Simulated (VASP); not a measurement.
# TiW3 in VASP: further runs

The runs below take TiW3 through single point, with PBE.

All numbers are computed with VASP 6.6.1; they aren't measurements. Logs are shortened: lines on timing, memory, paths and dates and some standing lists are left out, and cuts for length are marked.

## (1) The cell of the first run

It takes space group Pm-3n (No. 223, cubic). The conventional cell has a = 5.072 Å, b = 5.072 Å, c = 5.072 Å, α = 90.00°, β = 90.00°, γ = 90.00°. Ti (site symmetry m-3) has 12 W at 2.84 Å within 3.7 Å. Within 3.3 Å of W (site symmetry -4m2) lie 10 W at 2.54 to 3.11 Å and 4 Ti at 2.84 Å.

The cell was built from a structure type or drawn by symmetry, and may not be a known phase.

## (2) Single point, PBE

File INCAR:

```
PREC     = Accurate       # precision mode
ENCUT    = 520            # plane-wave cutoff, eV
EDIFF    = 1E-6           # SCF threshold, eV
ISMEAR   = 0              # smearing method
SIGMA    = 0.1            # smearing width, eV
LREAL    = False          # projectors in reciprocal space
LASPH    = True           # aspherical terms in the spheres
NELM     = 80             # most SCF steps
ALGO     = Fast           # electronic algorithm
ISIF     = 2              # what is computed and relaxed
LWAVE    = False          # write WAVECAR
LCHARG   = False          # write CHGCAR
GGA      = PE             # functional
NBANDS   = 64             # bands
```

File KPOINTS:

```
regular mesh
0
Gamma
  8 8 8
```

File POSCAR:

```
TiW3
1.0
    5.0723040678      0.0000000000      0.0000000000
    0.0000000000      5.0723040678      0.0000000000
    0.0000000000      0.0000000000      5.0723040678
Ti W
2 6
Direct
    0.5000000000      0.5000000000      0.5000000000
    0.0000000000      0.0000000000      0.0000000000
    0.5000000000      0.2500000000      0.0000000000
    0.5000000000      0.7500000000      0.0000000000
    0.2500000000      0.0000000000      0.5000000000
    0.7500000000      0.0000000000      0.5000000000
    0.0000000000      0.5000000000      0.2500000000
    0.0000000000      0.5000000000      0.7500000000
```

Potentials or basis: VASP PAW PBE potentials, release 64 (Ti_sv, W_sv).

On the command line:

```console
$ cat potpaw_PBE.64/Ti_sv/POTCAR potpaw_PBE.64/W_sv/POTCAR > POTCAR
$ mpirun -np 1 vasp_std > vasp.out
```

OUTCAR:

```text
PREC = Accurate
   ENCUT = 520
   EDIFF = 1E-6
   ISMEAR = 0
   LREAL = False
   LASPH = True
   NELM = 80
   ISIF = 2
   GGA = PE

 ion  position               nearest neighbor table
   1  0.500  0.500  0.500-   3 2.84   4 2.84   5 2.84   6 2.84   7 2.84   8 2.84   3 2.84   4 2.84
                             5 2.84   6 2.84   7 2.84   8 2.84
   2  0.000  0.000  0.000-   3 2.84   4 2.84   5 2.84   6 2.84   7 2.84   8 2.84   5 2.84   6 2.84
                             7 2.84   8 2.84   3 2.84   4 2.84
   3  0.500  0.250  0.000-   4 2.54   4 2.54   1 2.84   1 2.84   2 2.84   2 2.84   8 3.11   5 3.11
                             5 3.11   6 3.11   6 3.11   7 3.11   7 3.11   8 3.11
   4  0.500  0.750  0.000-   3 2.54   3 2.54   1 2.84   1 2.84   2 2.84   2 2.84   8 3.11   5 3.11
                             5 3.11   6 3.11   6 3.11   7 3.11   7 3.11   8 3.11
   5  0.250  0.000  0.500-   6 2.54   6 2.54   1 2.84   2 2.84   1 2.84   2 2.84   8 3.11   4 3.11
                             3 3.11   4 3.11   3 3.11   7 3.11   8 3.11   7 3.11
   6  0.750  0.000  0.500-   5 2.54   5 2.54   1 2.84   2 2.84   1 2.84   2 2.84   8 3.11   4 3.11
                             3 3.11   4 3.11   3 3.11   7 3.11   8 3.11   7 3.11
   7  0.000  0.500  0.250-   8 2.54   8 2.54   1 2.84   2 2.84   2 2.84   1 2.84   3 3.11   4 3.11
                             5 3.11   5 3.11   6 3.11   6 3.11   3 3.11   4 3.11
   8  0.000  0.500  0.750-   7 2.54   7 2.54   1 2.84   2 2.84   2 2.84   1 2.84   3 3.11   4 3.11
                             5 3.11   5 3.11   6 3.11   6 3.11   3 3.11   4 3.11

  LATTYP: Found a simple cubic cell.
 ALAT       =     5.0723040678

  Lattice vectors:

 A1 = (   5.0723040678,   0.0000000000,   0.0000000000)
 A2 = (   0.0000000000,   5.0723040678,   0.0000000000)
 A3 = (   0.0000000000,   0.0000000000,   5.0723040678)

Analysis of symmetry for initial positions (statically):
=====================================================================
 Subroutine PRICEL returns:
 Original cell was already a primitive cell.

 Routine SETGRP: Setting up the symmetry group for a
 simple cubic supercell.

 Subroutine GETGRP returns: Found 48 space group operations
 (whereof 24 operations were pure point group operations)
 out of a pool of 48 trial point group operations.

The static configuration has the point symmetry T_h .
 The point group associated with its full space group is O_h .

Analysis of symmetry for dynamics (positions and initial velocities):
=====================================================================
 Subroutine PRICEL returns:
 Original cell was already a primitive cell.

 Routine SETGRP: Setting up the symmetry group for a
 simple cubic supercell.

 Subroutine GETGRP returns: Found 48 space group operations
 (whereof 24 operations were pure point group operations)
 out of a pool of 48 trial point group operations.

The dynamic configuration has the point symmetry T_h .
 The point group associated with its full space group is O_h .

 Subroutine INISYM returns: Found 48 space group operations
 (whereof 24 operations are pure point group operations),
 and found     1 'primitive' translations

----------------------------------------------------------------------------------------

                                     Primitive cell

  volume of cell :     130.5016

  direct lattice vectors                    reciprocal lattice vectors
     5.072304068  0.000000000  0.000000000     0.197149064  0.000000000  0.000000000
     0.000000000  5.072304068  0.000000000     0.000000000  0.197149064  0.000000000
     0.000000000  0.000000000  5.072304068     0.000000000  0.000000000  0.197149064

  length of vectors
     5.072304068  5.072304068  5.072304068     0.197149064  0.197149064  0.197149064

  position of ions in fractional coordinates (direct lattice)
     0.500000000  0.500000000  0.500000000
     0.000000000  0.000000000  0.000000000
     0.500000000  0.250000000  0.000000000
     0.500000000  0.750000000  0.000000000
     0.250000000  0.000000000  0.500000000
     0.750000000  0.000000000  0.500000000
     0.000000000  0.500000000  0.250000000
     0.000000000  0.500000000  0.750000000

  ion indices of the primitive-cell ions
   primitive index   ion index
                 1           1
                 2           2
                 3           3
                 4           4
                 5           5
                 6           6
                 7           7
                 8           8

----------------------------------------------------------------------------------------

 KPOINTS: regular mesh

Automatic generation of k-mesh.
 Grid dimensions read from file:
 generate k-points for:    8    8    8

 Generating k-lattice:

  Cartesian coordinates                     Fractional coordinates (reciprocal lattice)
     0.024643633  0.000000000  0.000000000     0.125000000  0.000000000  0.000000000
     0.000000000  0.024643633  0.000000000     0.000000000  0.125000000  0.000000000
     0.000000000  0.000000000  0.024643633     0.000000000  0.000000000  0.125000000

  Length of vectors
     0.024643633  0.024643633  0.024643633

  Shift w.r.t. Gamma in fractional coordinates (k-lattice)
     0.000000000  0.000000000  0.000000000

 Subroutine IBZKPT returns following result:
 ===========================================

 Found     35 irreducible k-points:

 Following reciprocal coordinates:
            Coordinates               Weight
  0.000000  0.000000  0.000000      1.000000
  0.125000  0.000000  0.000000      6.000000
  0.250000  0.000000  0.000000      6.000000
  0.375000  0.000000  0.000000      6.000000
  0.500000  0.000000  0.000000      3.000000
  0.125000  0.125000  0.000000     12.000000
[... 16 lines left out ...]
  0.375000  0.375000  0.125000     24.000000
  0.500000  0.375000  0.125000     24.000000
 [... further k-points ...]
   k-points           NKPTS =     35   k-points in BZ     NKDIM =     35   number of bands    NBANDS=     64
   number of dos      NEDOS =    301   number of ions     NIONS =      8
   total plane-waves  NPLWV =  64000
   dimension x,y,z NGX =    40 NGY =   40 NGZ =   40
   dimension x,y,z NGXF=    80 NGYF=   80 NGZF=   80
   ions per type =               2   6
   NGX,Y,Z   is equivalent  to a cutoff of  13.11, 13.11, 13.11 a.u.
   NGXF,Y,Z  is equivalent  to a cutoff of  26.22, 26.22, 26.22 a.u.
 SYSTEM =  unknown system
   PREC   = accura    normal or accurate (medium, high low for compatibility)
   ISTART =      0    job   : 0-new  1-cont  2-samecut
   ICHARG =      2    charge: 1-file 2-atom 10-const
   ISPIN  =      1    spin polarized calculation?
   LNONCOLLINEAR =      F non collinear calculations
   LSORBIT =      F    spin-orbit coupling
   LASPH  =      T    aspherical Exc in radial PAW
   ENCUT  =  520.0 eV  38.22 Ry    6.18 a.u.   9.43  9.43  9.43*2*pi/ulx,y,z
   NELM   =     80;   NELMIN=  2; NELMDL= -5     # of ELM steps
   EDIFF  = 0.1E-05   stopping-criterion for ELM
   LREAL  =      F    real-space projection
   EDIFFG = 0.1E-04   stopping-criterion for IOM
   NSW    =      0    number of steps for IOM
   IBRION =     -1    ionic relax: 0-MD 1-quasi-New 2-CG
   NFREE  =      0    steps in history (QN), initial steepest desc. (CG)
   ISIF   =      2    stress and relaxation
   ISYM   =      2    0-nonsym 1-usesym 2-fastsym
   POTIM  = 0.5000    time-step for ionic-motion
   TEBEG  =    0.0;   TEEND  =   0.0 temperature during run
   PSTRESS=    0.0 pullay stress
   NELECT =     108.0000    total number of electrons
   NUPDOWN=      -1.0000    fix difference up-down
   EMIN   =  10.00;   EMAX   =-10.00  energy-range for DOS
   EFERMI =   0.00;   METHOD = LEGACY
   ISMEAR =     0;   SIGMA  =   0.10  broadening in eV -4-tet -1-fermi 0-gaus
   EFERMI_NEDOS =   21; number of points for ismear=-14 and -15
   IALGO  =     68    algorithm
   IMIX   =      4    mixing-type and parameters
     AMIX     =   0.40;   BMIX     =  1.00
     AMIX_MAG =   1.60;   BMIX_MAG =  1.00
  volume/ion in A,a.u.               =      16.31       110.08
  Fermi-wavevector in a.u.,A,eV,Ry     =   1.537013  2.904533 32.142515  2.362408
  Thomas-Fermi vector in A             =   2.643581
   LORBIT       =      0    0 simple, 1 ext, 2 COOP (PROOUT), +10 PAW based schemes
   GGA     = PE    functional components
   LHFCALC =     F    Hartree Fock is set to
   AEXX    =    0.0000 exact exchange contribution
   IVDW    =     0    specifies the selected vdW correction
   LEPSILON=     F    determine dielectric tensor
   LRPA    =     F    only Hartree local field effects (RPA)
 non-spin polarized calculation
 RMM-DIIS sequential band-by-band and
 Gauss-broadening in eV      SIGMA  =   0.10
  energy-cutoff  :      520.00
  volume of cell :      130.50
 maximum number of plane-waves:      3544
 NGX is ok and might be reduce to    40
   NGX = 19   NGY = 19   NGZ = 19

 number of electron     107.9999999 magnetization

 Free energy of the ion-electron system (eV)
  ---------------------------------------------------
  ext. energy  EPLUGINS =         0.00000000
  ---------------------------------------------------
  free energy    TOTEN  =       -92.74946631 eV

  energy without entropy =      -92.69940228  energy(sigma->0) =      -92.72443429

 E-fermi :  10.0647     XC(G=0): -13.0659

 val. band max:       10.0594273893   @ k =   0.1250   0.1250   0.1250
 cond. band min:      10.0828432908   @ k =   0.5000   0.2500   0.0000
 fundamental gap:      0.0234159015
 Fermi energy:        10.0647236983

 k-point     1 :       0.0000    0.0000    0.0000
  band No.  band energies     occupation
      1     -63.6602      2.00000
      2     -63.6266      2.00000
      3     -63.6266      2.00000
      4     -63.4895      2.00000
      5     -63.4895      2.00000
      6     -63.4895      2.00000
[... 56 lines left out ...]
     63      12.1951      0.00000
     64      12.3705      0.00000

 k-point     2 :       0.1250    0.0000    0.0000
  band No.  band energies     occupation
      1     -63.6576      2.00000
      2     -63.6276      2.00000
      3     -63.6228      2.00000
      4     -63.4951      2.00000
      5     -63.4895      2.00000
      6     -63.4895      2.00000
[... 56 lines left out ...]
     63      12.3749      0.00000
     64      12.3778      0.00000

 k-point     3 :       0.2500    0.0000    0.0000
  band No.  band energies     occupation
      1     -63.6518      2.00000
      2     -63.6303      2.00000
      3     -63.6103      2.00000
      4     -63.5111      2.00000
      5     -63.4895      2.00000
      6     -63.4895      2.00000
[... 1396 lines left out ...]
     63      12.6625      0.00000
     64      12.7895      0.00000

 k-point    24 :       0.5000    0.3750    0.1250
  band No.  band energies     occupation
      1     -63.6325      2.00000
      2     -63.5948      2.00000
      3     -63.5638      2.00000
      4     -63.5627      2.00000
      5     -63.5344      2.00000
      6     -63.4952      2.00000
[... 56 lines left out ...]
     63      12.6600      0.00000
     64      12.8402      0.00000

 [... further k-points ...]

------------------------ aborting loop because EDIFF is reached ----------------------------------------

  FORCE on cell =-STRESS in cart. coord.  units (eV):
  Direction    XX          YY          ZZ          XY          YZ          ZX
  --------------------------------------------------------------------------------------
  -------------------------------------------------------------------------------------
  Total        0.2516477      0.2516477      0.2516477     -0.0000000      0.0000000      0.0000000
  in kB        3.0894963      3.0894963      3.0894963     -0.0000000      0.0000000      0.0000000
  external PRESSURE =       3.0894963 kB  Pullay stress =       0.0000000 kB

 VOLUME and BASIS-vectors are now :
 -----------------------------------------------------------------------------
  energy-cutoff  :      520.00
  volume of cell :      130.50
      direct lattice vectors                 reciprocal lattice vectors
     5.072304068  0.000000000  0.000000000     0.197149064  0.000000000  0.000000000
     0.000000000  5.072304068  0.000000000     0.000000000  0.197149064  0.000000000
     0.000000000  0.000000000  5.072304068     0.000000000  0.000000000  0.197149064

 POSITION                                       TOTAL-FORCE (eV/Angst)
 -----------------------------------------------------------------------------------
      2.53615      2.53615      2.53615         0.000000      0.000000     -0.000000
      0.00000      0.00000      0.00000         0.000000      0.000000     -0.000000
      2.53615      1.26808      0.00000        -0.000000      0.000000     -0.000000
      2.53615      3.80423      0.00000         0.000000     -0.000000      0.000000
      1.26808      0.00000      2.53615        -0.000000      0.000000      0.000000
      3.80423      0.00000      2.53615         0.000000     -0.000000     -0.000000
      0.00000      2.53615      1.26808        -0.000000     -0.000000     -0.000000
      0.00000      2.53615      3.80423         0.000000      0.000000      0.000000
 -----------------------------------------------------------------------------------
    total drift:                               -0.000000     -0.000000      0.000000

  FREE ENERGIE OF THE ION-ELECTRON SYSTEM (eV)
  ---------------------------------------------------
  free  energy   TOTEN  =       -92.7494663067 eV

  energy  without entropy=      -92.6994022819  energy(sigma->0) =      -92.72443429
```

Wall time 12 min (1 thread of Intel Xeon Platinum 8259CL at 2.50GHz (Skylake/Cascade Lake), shared host); peak memory 0.38 GiB.

Results:

* Free energy: -92.7495 eV
* Pressure: 0.3 GPa
* Band gap on the k mesh: zero (bands 54 and 55 overlap by 0.89 eV)

Caveat: spin-orbit coupling is left out, which moves the levels of the heavy elements.

(Continued in part 2 of 2.)
